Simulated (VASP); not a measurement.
## TaN: single point with PBEsol

The system is TaN.

```
CELL_PARAMETERS angstrom
3.00969 0.00000 0.00000
-1.50484 2.60647 0.00000
0.00000 0.00000 2.95334
ATOMIC_POSITIONS crystal
Ta 0.33333 0.66667 0.50000
N 0.00000 0.00000 0.00000
```

| Property | Result |
| --- | --- |
| Program | VASP 6.6.1 |
| Task | single point |
| Functional | PBEsol |
| Potentials or basis | VASP PAW PBE potentials, release 64 (Ta_pv, N) |
| Cutoff | 520 eV |
| k mesh | 11 × 11 × 10 |
| Occupations | fermi-dirac, width 0.15 eV |
| Spin | no spin polarisation |

```
Pressure               : -25.4 GPa
Band gap on the k mesh : zero (band 8 reaches 7.72 eV, above the bottom of band 9 at 7.26 eV)
```

Stress tensor (GPa, compression positive):
```
-24.49   0.00   0.00
  0.00 -24.49   0.00
  0.00   0.00 -27.31
```

Levels at points of the mesh, in eV from the Fermi level:
| k point | band 5 | band 6 | band 7 | band 8 | band 9 | band 10 | band 11 | band 12 |
| --- | --- | --- | --- | --- | --- | --- | --- | --- |
| (0.00, 0.00, 0.00) | -4.27 | -4.27 | -3.93 | -2.83 | 1.66 | 3.25 | 3.25 | 3.56 |
| (0.00, 0.00, 0.50) | -8.96 | -3.51 | -3.51 | -0.11 | -0.11 | 2.21 | 3.06 | 3.06 |

Run time: 9.4 s on 1 thread of Intel(R) Xeon(R) 6975P-C (Granite Rapids) (shared host), peak memory 0.16 GiB.

Caveat: the PAW data sets were made with another functional, which shifts forces and pressure a little; spin-orbit coupling is left out, which moves the levels of the heavy elements.
